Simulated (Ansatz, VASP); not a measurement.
Pt: VASP beside Ansatz

Contents of INCAR:

```
SYSTEM = Pt
PREC = Accurate
ENCUT = 400
EDIFF = 1E-6
ISMEAR = 1
SIGMA = 0.1
LREAL = .False.
LASPH = .True.
NELM = 120
ALGO = Normal
ISIF = 2
LWAVE = .False.
LCHARG = .False.
LDIPOL = .True.
IDIPOL = 3
DIPOL = 0.5 0.5 0.319
GGA = PE
NBANDS = 22
GGA_COMPAT = .False.
NELMDL = -8
```

File KPOINTS:

```
Automatic mesh
0
Gamma
  15 15 1
  0 0 0
```

File POSCAR:

```
Pt
1.0
    2.9094746971      0.0000000000      0.0000000000
   -1.4547373485      2.5196789993      0.0000000000
    0.0000000000      0.0000000000     28.7840566379
Pt
3
Direct
    0.0000000000      0.0000000000      0.2431901830
    0.6666666667      0.3333333333      0.3189306306
    0.3333333333      0.6666666667      0.3949121802
```

Input for Ansatz:

```yaml
crystal:
  lattice:
    - [2.9094746971, 0.0, 0.0]
    - [-1.4547373485, 2.5196789993, 0.0]
    - [0.0, 0.0, 28.7840566379]
  atoms:
    - { symbol: Pt, position: [0.0, 0.0, 0.243190183] }
    - { symbol: Pt, position: [0.6666666667, 0.3333333333, 0.3189306306] }
    - { symbol: Pt, position: [0.3333333333, 0.6666666667, 0.3949121802] }
basis:
  ecutwfc: 420
kpoints:
  mp_grid: { grid: [15, 15, 1] }
hamiltonian:
  xc: pbe
  pseudopotentials: { kind: paw, azcp: { folder: soft_1 } }
scf:
  occupations: { method: methfessel_paxton, width: 0.1 }
  n_extra_bands: 8
  max_iter: 160
output:
  forces: true
  eigenvalues: true
  write_density: true
  write_potential: true
  elf: true
  volumetric_format: npy
efield:
  axis: 3
  dipole_correction: true
```

Alike in both runs: task single point; functional PBE; k mesh 15 × 15 × 1; occupations methfessel-paxton of order 1, width 0.1 eV; no spin polarisation.

```csv
,VASP,Ansatz
version,VASP 6.6.1,Ansatz 0.2.0
potentials or method,"VASP PAW PBE potentials, release 64 (Pt), cutoff 400 eV","scalar-relativistic, plane waves, PAW"
valence electrons in the cell,30,54
```

VASP gave:

| Item | Value |
| --- | --- |
| gap on the k mesh at the Fermi level (eV) | none |
| rms of the force components (eV/Å) | 0.026 |

Task: Which values does Ansatz return?

Result: gap on the k mesh at the Fermi level (eV): none; rms of the force components (eV/Å): 0.019.

Atom by atom the forces differ by 0.010 eV/Å (rms over components). A gap of «none» marks a metal or a gap that the smearing closes. VASP's potentials hold 30 valence electrons a cell and Ansatz's 54, so a difference there can come from the potentials and not from the codes. Ansatz's warnings: xc potential rough in thin density.

Neither program's run includes spin-orbit coupling.
